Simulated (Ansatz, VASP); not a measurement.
## One calculation of SrTiO3, two programs

```
Sr Ti O
1.0
     3.89113    0.00000    0.00000
     0.00000    3.89113    0.00000
     0.00000    0.00000    3.89113
Sr Ti O
1 1 3
Direct
  0.00000 0.00000 0.00000
  0.50000 0.50000 0.50000
  0.50000 0.00000 0.50000
  0.50000 0.50000 0.00000
  0.00000 0.50000 0.50000
```

Alike in both runs: functional PBEsol; k mesh 8 × 8 × 8; occupations gaussian, width 0.02 eV; no spin polarisation.

Ansatz relaxed the structure, and its values are those at the end. VASP's run is a single point on that final structure, the one shown.

```csv
,VASP,Ansatz
version,VASP 6.6.1,Ansatz 0.2.0
potentials or method,"VASP PAW PBE potentials, release 64 (Sr_sv, Ti_sv, O), cutoff 520 eV","scalar-relativistic, plane waves, PAW"
valence electrons in the cell,40,40
```

|  | VASP | Ansatz | Ansatz less VASP |
| --- | --- | --- | --- |
| gap on the k mesh at the Fermi level (eV) | 1.82 | 1.85 | +0.032 |
| least direct gap on the mesh (eV) | 2.17 | 2.19 | +0.021 |
| pressure (GPa) | 0.7 | 0.0 | -0.68 |

VASP's potentials were made for PBE, not for PBEsol.
